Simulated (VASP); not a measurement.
# SnSb2C3 (P6/mmm) in VASP: further runs

Runs on SnSb2C3. Level: PBE. Tasks: single point, relaxation of cell and atoms.

Everything below comes from runs of VASP 6.6.1. Logs are shortened: lines on timing, memory, paths and dates and some standing lists are left out, and cuts for length are marked.

### 1 The cell of the first run

It takes space group P6/mmm (No. 191, hexagonal). The conventional cell has a = 6.025 Å, b = 6.025 Å, c = 3.139 Å, α = 90.00°, β = 90.00°, γ = 120.00°. Sn (site symmetry 6/mmm) has 2 Sn at 3.14 Å and 12 C at 3.40 Å and 6 Sb at 3.48 Å within 4.1 Å. Sb (site symmetry -6m2) has 6 C at 2.34 Å and 2 Sb at 3.14 Å within 3.2 Å. C (site symmetry mmm) has 4 Sb at 2.34 Å and 6 C at 3.01 to 3.14 Å within 3.2 Å.

The cell was generated, and may not be a known phase.

### 2 Single point, PBE

The input, INCAR:

```
SYSTEM = SnSb2C3
PREC     = Accurate       ! precision mode
ENCUT    = 520            ! plane-wave cutoff, eV
EDIFF    = 1E-7           ! SCF threshold, eV
ISMEAR   = 0              ! smearing method
SIGMA    = 0.1            ! smearing width, eV
LREAL    = .FALSE.        ! projectors in reciprocal space
LASPH    = .TRUE.         ! aspherical terms in the spheres
NELM     = 60             ! most SCF steps
ALGO     = Normal         ! electronic algorithm
ISIF     = 2              ! what is computed and relaxed
LWAVE    = .FALSE.        ! write WAVECAR
LCHARG   = .FALSE.        ! write CHGCAR
GGA      = PE             ! functional
NBANDS   = 27             ! bands
```

The input, KPOINTS:

```
Automatic mesh
0
G
  6 6 12
  0 0 0
```

The input, POSCAR:

```
SnSb2C3
1.0
    6.0245529319      0.0000000000      0.0000000000
   -3.0122764659      5.2174158855      0.0000000000
    0.0000000000      0.0000000000      3.1387679149
Sn Sb C
1 2 3
Direct
    0.0000000000      0.0000000000      0.0000000000
    0.3333333333      0.6666666667      0.0000000000
    0.6666666667      0.3333333333      0.0000000000
    0.5000000000      0.0000000000      0.5000000000
    0.5000000000      0.5000000000      0.5000000000
    0.0000000000      0.5000000000      0.5000000000
```

Potentials or basis: VASP PAW PBE potentials, release 64 (Sn_d, Sb, C).

Command:

```sh
$ cat potpaw_PBE.64/Sn_d/POTCAR potpaw_PBE.64/Sb/POTCAR potpaw_PBE.64/C/POTCAR > POTCAR
$ mpirun -np 1 vasp_std > vasp.out
```

OUTCAR:

```text
SYSTEM = SnSb2C3
   PREC = Accurate
   ENCUT = 520
   EDIFF = 1E-7
   ISMEAR = 0
   LREAL = .FALSE.
   LASPH = .TRUE.
   NELM = 60
   ISIF = 2
   GGA = PE

 ion  position               nearest neighbor table
   1  0.000  0.000  0.000-   2 3.48   3 3.48   3 3.48   2 3.48   3 3.48   2 3.48
   2  0.333  0.667  0.000-   6 2.34   6 2.34   4 2.34   4 2.34   5 2.34   5 2.34   1 3.48   3 3.48
                             3 3.48   1 3.48   1 3.48   3 3.48
   3  0.667  0.333  0.000-   6 2.34   6 2.34   4 2.34   4 2.34   5 2.34   5 2.34   1 3.48   2 3.48
                             2 3.48   1 3.48   1 3.48   2 3.48
   4  0.500  0.000  0.500-   2 2.34   3 2.34   2 2.34   3 2.34
   5  0.500  0.500  0.500-   2 2.34   3 2.34   2 2.34   3 2.34
   6  0.000  0.500  0.500-   2 2.34   3 2.34   2 2.34   3 2.34

  LATTYP: Found a hexagonal cell.
 ALAT       =     6.0245529319
 C/A-ratio  =     0.5209959893

  Lattice vectors:

 A1 = (   6.0245529319,   0.0000000000,   0.0000000000)
 A2 = (  -3.0122764659,   5.2174158855,   0.0000000000)
 A3 = (   0.0000000000,   0.0000000000,   3.1387679149)

Analysis of symmetry for initial positions (statically):
=====================================================================
 Subroutine PRICEL returns:
 Original cell was already a primitive cell.

 Routine SETGRP: Setting up the symmetry group for a
 hexagonal supercell.

 Subroutine GETGRP returns: Found 24 space group operations
 (whereof 24 operations were pure point group operations)
 out of a pool of 24 trial point group operations.

The static configuration has the point symmetry D_6h.

Analysis of symmetry for dynamics (positions and initial velocities):
=====================================================================
 Subroutine PRICEL returns:
 Original cell was already a primitive cell.

 Routine SETGRP: Setting up the symmetry group for a
 hexagonal supercell.

 Subroutine GETGRP returns: Found 24 space group operations
 (whereof 24 operations were pure point group operations)
 out of a pool of 24 trial point group operations.

The dynamic configuration has the point symmetry D_6h.

 Subroutine INISYM returns: Found 24 space group operations
 (whereof 24 operations are pure point group operations),
 and found     1 'primitive' translations

----------------------------------------------------------------------------------------

                                     Primitive cell

  volume of cell :      98.6596

  direct lattice vectors                    reciprocal lattice vectors
     6.024552932  0.000000000  0.000000000     0.165987420  0.095832882  0.000000000
[... 102 lines left out ...]
   POTIM  = 0.5000    time-step for ionic-motion
   TEBEG  =    0.0;   TEEND  =   0.0 temperature during run
   PSTRESS=    0.0 pullay stress
   NELECT =      36.0000    total number of electrons
   NUPDOWN=      -1.0000    fix difference up-down
   EMIN   =  10.00;   EMAX   =-10.00  energy-range for DOS
   EFERMI =   0.00;   METHOD = LEGACY
   ISMEAR =     0;   SIGMA  =   0.10  broadening in eV -4-tet -1-fermi 0-gaus
   EFERMI_NEDOS =   21; number of points for ismear=-14 and -15
   IALGO  =     38    algorithm
   IMIX   =      4    mixing-type and parameters
     AMIX     =   0.40;   BMIX     =  1.00
     AMIX_MAG =   1.60;   BMIX_MAG =  1.00
  volume/ion in A,a.u.               =      16.44       110.96
  Fermi-wavevector in a.u.,A,eV,Ry     =   1.169847  2.210691 18.620153  1.368543
  Thomas-Fermi vector in A             =   2.306314
   LORBIT       =      0    0 simple, 1 ext, 2 COOP (PROOUT), +10 PAW based schemes
   GGA     = PE    functional components
   LHFCALC =     F    Hartree Fock is set to
   AEXX    =    0.0000 exact exchange contribution
   IVDW    =     0    specifies the selected vdW correction
   LEPSILON=     F    determine dielectric tensor
   LRPA    =     F    only Hartree local field effects (RPA)
 non-spin polarized calculation
 Gauss-broadening in eV      SIGMA  =   0.10
  energy-cutoff  :      520.00
  volume of cell :       98.66
 maximum number of plane-waves:      2688
 NGX is ok and might be reduce to    48
   NGX = 23   NGY = 23   NGZ = 11

 number of electron      35.9999998 magnetization

 Free energy of the ion-electron system (eV)
  ---------------------------------------------------
  ext. energy  EPLUGINS =         0.00000000
  ---------------------------------------------------
  free energy    TOTEN  =       -28.08320035 eV

  energy without entropy =      -28.07032268  energy(sigma->0) =      -28.07676151

 E-fermi :   8.2940     XC(G=0): -10.8616

 val. band max:        8.2686812791   @ k =   0.3333  -0.0000   0.5000
 cond. band min:       8.3224548217   @ k =   0.3333  -0.0000   0.5000
 fundamental gap:      0.0537735426
 Fermi energy:         8.2939518963

 k-point     1 :       0.0000    0.0000    0.0000
  band No.  band energies     occupation
      1     -13.6598      2.00000
      2     -13.5614      2.00000
      3     -13.5614      2.00000
      4     -13.4611      2.00000
      5     -13.4611      2.00000
      6      -6.7668      2.00000
[... 709 lines left out ...]
     26      14.1889      0.00000
     27      15.1017      0.00000

 [... further k-points ...]

------------------------ aborting loop because EDIFF is reached ----------------------------------------

  FORCE on cell =-STRESS in cart. coord.  units (eV):
  Direction    XX          YY          ZZ          XY          YZ          ZX
  --------------------------------------------------------------------------------------
  -------------------------------------------------------------------------------------
  Total       -0.0279545     -0.0279545     -0.0668827     -0.0000000     -0.0000000     -0.0000000
  in kB       -0.4539658     -0.4539658     -1.0861379     -0.0000000     -0.0000000     -0.0000000
  external PRESSURE =      -0.6646898 kB  Pullay stress =       0.0000000 kB

 VOLUME and BASIS-vectors are now :
 -----------------------------------------------------------------------------
  energy-cutoff  :      520.00
  volume of cell :       98.66
      direct lattice vectors                 reciprocal lattice vectors
     6.024552932  0.000000000  0.000000000     0.165987420  0.095832882  0.000000000
    -3.012276466  5.217415886  0.000000000     0.000000000  0.191665764  0.000000000
     0.000000000  0.000000000  3.138767915     0.000000000  0.000000000  0.318596350

 POSITION                                       TOTAL-FORCE (eV/Angst)
 -----------------------------------------------------------------------------------
      0.00000      0.00000      0.00000         0.000000      0.000000      0.000000
     -0.00000      3.47828      0.00000         0.000000     -0.000000      0.000000
      3.01228      1.73914      0.00000        -0.000000      0.000000      0.000000
      3.01228      0.00000      1.56938         0.000000      0.000000      0.000000
      1.50614      2.60871      1.56938         0.000000      0.000000      0.000000
     -1.50614      2.60871      1.56938         0.000000      0.000000      0.000000
 -----------------------------------------------------------------------------------
    total drift:                                0.000000     -0.000000     -0.000000

  FREE ENERGIE OF THE ION-ELECTRON SYSTEM (eV)
  ---------------------------------------------------
  free  energy   TOTEN  =       -28.0832003522 eV

  energy  without entropy=      -28.0703226776  energy(sigma->0) =      -28.07676151
```

OSZICAR:

```text
N       E                     dE             d eps       ncg     rms          rms(c)
DAV:   1     0.295038331374E+03    0.29504E+03   -0.15262E+04  2658   0.145E+03
DAV:   2     0.534757091933E+01   -0.28969E+03   -0.27644E+03  3017   0.381E+02
DAV:   3    -0.300083559101E+02   -0.35356E+02   -0.34099E+02  3346   0.119E+02
DAV:   4    -0.318075030038E+02   -0.17991E+01   -0.17724E+01  3143   0.272E+01
DAV:   5    -0.318701053516E+02   -0.62602E-01   -0.62472E-01  3763   0.536E+00    0.113E+01
DAV:   6    -0.282758919868E+02    0.35942E+01   -0.21984E+01  3323   0.171E+01    0.549E+00
DAV:   7    -0.281089740654E+02    0.16692E+00   -0.20401E+00  3055   0.679E+00    0.248E+00
DAV:   8    -0.280909380996E+02    0.18036E-01   -0.22527E-01  3104   0.217E+00    0.820E-01
DAV:   9    -0.280832147725E+02    0.77233E-02   -0.16871E-02  3296   0.723E-01    0.153E-01
DAV:  10    -0.280832071648E+02    0.76077E-05   -0.27319E-03  3088   0.271E-01    0.816E-02
DAV:  11    -0.280831950298E+02    0.12135E-04   -0.26979E-04  3433   0.845E-02    0.330E-02
DAV:  12    -0.280832016087E+02   -0.65789E-05   -0.32278E-05  3095   0.304E-02    0.674E-03
DAV:  13    -0.280832010122E+02    0.59650E-06   -0.34902E-06  3097   0.953E-03    0.434E-03
DAV:  14    -0.280832004497E+02    0.56248E-06   -0.53492E-07  3314   0.426E-03    0.878E-04
DAV:  15    -0.280832003522E+02    0.97567E-07   -0.30302E-08  1709   0.102E-03
   1 F= -.28083200E+02 E0= -.28076762E+02  d E =-.128777E-01
```

stdout:

```text
POSCAR found type information on POSCAR SnSbC
 POSCAR found :  3 types and       6 ions
 scaLAPACK will be used
 LDA part: xc-table for (Slater+PW92), standard interpolation
 POSCAR, INCAR and KPOINTS ok, starting setup
 FFT: planning ... GRIDC
 FFT: planning ... GRID_SOFT
 FFT: planning ... GRID
 WAVECAR not read
 entering main loop
```

Wall time 49 s (1 thread of Intel Xeon 6975P-C (Granite Rapids), shared host); peak memory 0.29 GiB.

Results:

| Item | Value |
| --- | --- |
| Free energy | -28.0832 eV |
| Pressure | -0.1 GPa |
| Band gap on the k mesh | zero (bands 18 and 19 overlap by 1.69 eV) |

Caveat: spin-orbit coupling is left out, which moves the levels of the heavy elements.

### 3 Relaxation of cell and atoms, PBE

This run uses another cell than the first one, of 16.49 Å³/atom.

The input, INCAR:

```
ALGO = Normal ; EDIFF = 1E-6
EDIFFG = -0.01 ; ENCUT = 600
GGA = PE ; IBRION = 2
ISIF = 3 ; ISMEAR = 0
LASPH = True ; LCHARG = False
LREAL = False ; LWAVE = False
NELM = 80 ; NSW = 100
PREC = Accurate ; SIGMA = 0.1
```

The input, KPOINTS:

```
k-points
0
Gamma
  6 6 12
```

POSCAR: that of step 2 with these lines changed.

```diff
@@ -2,5 +2,5 @@
 1.0
-    6.0245529319      0.0000000000      0.0000000000
-   -3.0122764659      5.2174158855      0.0000000000
-    0.0000000000      0.0000000000      3.1387679149
+    5.9733881807      0.0000000000      0.0000000000
+   -2.9866940903      5.1731059111      0.0000000000
+    0.0000000000      0.0000000000      3.2027635785
 Sn Sb C
```

Potentials or basis: VASP PAW PBE potentials, release 64 (Sn_d, Sb, C).

Command:

```sh
$ cat potpaw_PBE.64/Sn_d/POTCAR potpaw_PBE.64/Sb/POTCAR potpaw_PBE.64/C/POTCAR > POTCAR
$ mpirun -np 1 vasp_std > vasp.out
```

Wall time 2.4 min (1 thread of Intel Xeon 6975P-C (Granite Rapids), shared host); peak memory 0.34 GiB.

It converged, with:

```
Free energy                           : -28.0847 eV
Relaxed volume                        : 16.44 Å³/atom
Relaxed cell                          : a = 6.024 Å, b = 6.024 Å, c = 3.138 Å, α = 90.00°, β = 90.00°, γ = 120.00°
Space group after relaxing (to 0.1 Å) : P6/mmm (No. 191)
Energy gained by relaxing             : 7.7 meV/atom
Ionic steps                           : 5
Pressure after relaxing               : -0.1 GPa
Band gap on the k mesh                : zero (bands 18 and 19 overlap by 1.69 eV)
```

Step by step:
```tsv
step	energy change (eV)	largest force (eV/Å)	pressure (GPa)	volume (Å³)
1	0.0000	0.0000	-0.57	98.97
2	-0.0435	0.0000	0.52	98.10
3	-0.0459	0.0000	0.30	98.24
4	-0.0459	0.0000	0.26	98.26
5	-0.0461	0.0000	-0.08	98.63
```

Final structure:
```
CELL_PARAMETERS angstrom
6.02418 0.00000 0.00000
-3.01209 5.21709 0.00000
0.00000 0.00000 3.13824
ATOMIC_POSITIONS crystal
Sn 0.00000 0.00000 0.00000
Sb 0.33333 0.66667 0.00000
Sb 0.66667 0.33333 0.00000
C 0.50000 0.00000 0.50000
C 0.50000 0.50000 0.50000
C 0.00000 0.50000 0.50000
```

Levels at points of the mesh, in eV from the Fermi level:
```csv
k point,band 14,band 15,band 16,band 17,band 18,band 19,band 20,band 21,band 22
"(0.00, 0.00, 0.00)",-1.13,-0.94,-0.94,0.23,0.23,0.53,3.08,3.08,3.26
"(0.50, 0.00, 0.00)",-1.75,-1.39,-1.00,-0.27,0.08,0.22,1.00,2.41,2.63
"(0.00, 0.00, 0.50)",-4.61,-2.24,-2.24,-2.16,-1.23,-1.23,0.63,0.63,1.32
"(0.50, 0.00, 0.50)",-3.09,-2.89,-2.19,-0.88,-0.79,-0.60,0.55,0.91,1.13
```

Caveat: spin-orbit coupling is left out, which moves the levels of the heavy elements.

### 4 Single point, PBE

This run uses another cell than the first one, of 16.49 Å³/atom.

The input, INCAR:

```
SYSTEM = SnSb2C3
PREC     = Accurate       ! precision mode
ENCUT    = 520            ! plane-wave cutoff, eV
EDIFF    = 1E-6           ! SCF threshold, eV
ISMEAR   = 0              ! smearing method
SIGMA    = 0.1            ! smearing width, eV
LREAL    = .FALSE.        ! projectors in reciprocal space
LASPH    = .TRUE.         ! aspherical terms in the spheres
NELM     = 80             ! most SCF steps
ALGO     = Normal         ! electronic algorithm
ISIF     = 2              ! what is computed and relaxed
LWAVE    = .FALSE.        ! write WAVECAR
LCHARG   = .TRUE.         ! write CHGCAR
GGA      = PE             ! functional
LELF     = .TRUE.         ! ELF
LVHAR    = .TRUE.       
NBANDS   = 27             ! bands
```

The input, KPOINTS:

```
Automatic mesh
0
G
  3 3 6
  0 0 0
```

POSCAR is that of step 3.

Command:

```sh
$ cat potpaw_PBE.64/Sn_d/POTCAR potpaw_PBE.64/Sb/POTCAR potpaw_PBE.64/C/POTCAR > POTCAR
$ mpirun -np 1 vasp_std > vasp.out
```

Wall time 30 s (1 thread of Oxide Virtual Turin-like, shared host); peak memory 0.2 GiB.

The run converged. Its results:

```
Free energy            : -28.0298 eV
Pressure               : -0.2 GPa
Band gap on the k mesh : zero (bands 18 and 19 overlap by 1.74 eV)
```

Levels at points of the mesh, in eV from the Fermi level:
```tsv
k point	band 15	band 16	band 17	band 18	band 19	band 20	band 21	band 22
(0.00, 0.00, 0.00)	-0.79	-0.79	-0.03	-0.03	0.57	2.79	2.79	3.23
(0.00, 0.00, 0.50)	-2.35	-2.35	-2.07	-1.41	-1.41	0.68	0.68	1.28
```

Caveat: the k points lie up to 0.40 Å⁻¹ apart, too coarse for converged energies and pressures of a metal; spin-orbit coupling is left out, which moves the levels of the heavy elements.

### 5 Single point, PBE

The input, INCAR:

```
SYSTEM = SnSb2C3
PREC     = Accurate       ! precision mode
ENCUT    = 520            ! plane-wave cutoff, eV
EDIFF    = 1E-7           ! SCF threshold, eV
ISMEAR   = 0              ! smearing method
SIGMA    = 0.1            ! smearing width, eV
LREAL    = .FALSE.        ! projectors in reciprocal space
LASPH    = .TRUE.         ! aspherical terms in the spheres
NELM     = 60             ! most SCF steps
ALGO     = Fast           ! electronic algorithm
ISIF     = 2              ! what is computed and relaxed
LWAVE    = .FALSE.        ! write WAVECAR
LCHARG   = .FALSE.        ! write CHGCAR
GGA      = PE             ! functional
NBANDS   = 27             ! bands
```

The input, KPOINTS:

```
Automatic mesh
0
G
  6 6 12
  0 0 0
```

POSCAR: that of step 4 with these lines changed.

```diff
@@ -2,5 +2,5 @@
 1.0
-    5.9733881807      0.0000000000      0.0000000000
-   -2.9866940903      5.1731059111      0.0000000000
-    0.0000000000      0.0000000000      3.2027635785
+    6.0245529319      0.0000000000      0.0000000000
+   -3.0122764659      5.2174158855      0.0000000000
+    0.0000000000      0.0000000000      3.1387679149
 Sn Sb C
```

Command:

```sh
$ cat potpaw_PBE.64/Sn_d/POTCAR potpaw_PBE.64/Sb/POTCAR potpaw_PBE.64/C/POTCAR > POTCAR
$ mpirun -np 1 vasp_std > vasp.out
```

Run time: 2.4 min. Hardware: 1 thread of Oxide Virtual Turin-like, shared host; peak memory 0.27 GiB.

The run converged. Its results:

* Free energy: -28.0832 eV
* Pressure: -0.1 GPa
* Band gap on the k mesh: zero (bands 18 and 19 overlap by 1.69 eV)

Levels at points of the mesh, in eV from the Fermi level:
```
           k point  band 14  band 15  band 16  band 17  band 18  band 19  band 20  band 21  band 22  band 23
(0.00, 0.00, 0.00)    -1.14    -0.94    -0.94     0.23     0.23     0.53     3.08     3.08     3.26     3.26
(0.50, 0.00, 0.00)    -1.75    -1.39    -1.00    -0.27     0.08     0.22     1.00     2.41     2.63     4.80
(0.00, 0.00, 0.50)    -4.61    -2.24    -2.24    -2.16    -1.23    -1.23     0.63     0.63     1.32     3.94
(0.50, 0.00, 0.50)    -3.09    -2.88    -2.19    -0.88    -0.79    -0.60     0.55     0.91     1.13     1.58
```

Caveat: spin-orbit coupling is left out, which moves the levels of the heavy elements.

(Part 1 of 2 ends here.)

The gap in the log of VASP goes by the Fermi energy; the results here count the filled bands.